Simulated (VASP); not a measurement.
NaH:

```
Na H
1.0
     0.00000    2.46188    2.46188
     2.46188    0.00000    2.46188
     2.46188    2.46188    0.00000
Na H
1 1
Direct
  0.00000 0.00000 0.00000
  0.25000 0.25000 0.25000
```

This cell differs from its parent crystal: strain -5.2%.

Base run:

| Quantity | Value |
| --- | --- |
| Program | VASP 6.6.1 |
| Functional | r2SCAN |
| Potentials or basis | VASP PAW PBE potentials, release 64 (Na_pv, H) |
| Cutoff | 520 eV |
| k mesh | 8 × 8 × 8 |
| Occupations | gaussian, width 0.01 eV |
| Spin | no spin polarisation |

Its results: band gap on the k mesh 4.19 eV, indirect (least direct gap 4.99 eV); pressure 3.7 GPa.

Task: The run is repeated on the same cell with these changes: functional from r2SCAN to HSE06; k mesh from 8 × 8 × 8 to 6 × 6 × 6. What comes out?

Result: Band gap on the k mesh 4.80 eV, indirect (least direct gap 5.66 eV); pressure 4.0 GPa.

Several settings changed at once, so the effect can't be laid on one alone.

Caveats: the PAW data sets were made with another functional, which shifts forces and pressure a little.

A k mesh can miss the band edges.
